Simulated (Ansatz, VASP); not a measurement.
## H2C3Br in VASP and in Ansatz

```
CELL_PARAMETERS angstrom
4.02418 0.00000 0.01604
0.00000 5.71968 0.00000
-2.17104 0.00000 14.26052
ATOMIC_POSITIONS crystal
H 0.72729 0.37122 0.53833
H 0.27271 0.87122 0.96167
H 0.27271 0.62878 0.46167
H 0.72729 0.12878 0.03833
H 0.00079 0.88191 0.33391
H 0.99921 0.38191 0.16609
H 0.99921 0.11809 0.66609
H 0.00079 0.61809 0.83391
C 0.84689 0.20933 0.52128
C 0.15311 0.70933 0.97872
C 0.15311 0.79067 0.47872
C 0.84689 0.29067 0.02128
C 0.84833 0.14111 0.42863
C 0.15167 0.64111 0.07137
C 0.15167 0.85889 0.57137
C 0.84833 0.35889 0.92863
C 0.99971 0.93357 0.40649
C 0.00029 0.43357 0.09351
C 0.00029 0.06643 0.59351
C 0.99971 0.56643 0.90649
Br 0.63870 0.33725 0.32999
Br 0.36130 0.83725 0.17001
Br 0.36130 0.66275 0.67001
Br 0.63870 0.16275 0.82999
```

Alike in both runs: functional PBE; dispersion D3(BJ); k mesh 6 × 4 × 2; occupations gaussian, width 0.02 eV; no spin polarisation.

Ansatz relaxed the structure, and its values are those at the end. VASP's run is a single point on that final structure, the one shown.

```csv
,VASP,Ansatz
version,VASP 6.6.1,Ansatz 0.2.0
potentials or method,"VASP PAW PBE potentials, release 64 (H, C, Br), cutoff 520 eV","scalar-relativistic, plane waves, PAW"
valence electrons in the cell,84,84
```

Ansatz gave:

| Property | Result |
| --- | --- |
| gap on the k mesh at the Fermi level (eV) | 3.75 |
| least direct gap on the mesh (eV) | 3.86 |
| pressure (GPa) | 0.0 |
| rms of the force components (eV/Å) | 0.002 |

Task: What did VASP give for the same quantities?

Result: gap on the k mesh at the Fermi level (eV): 3.75; least direct gap on the mesh (eV): 3.86; pressure (GPa): 0.1; rms of the force components (eV/Å): 0.018.
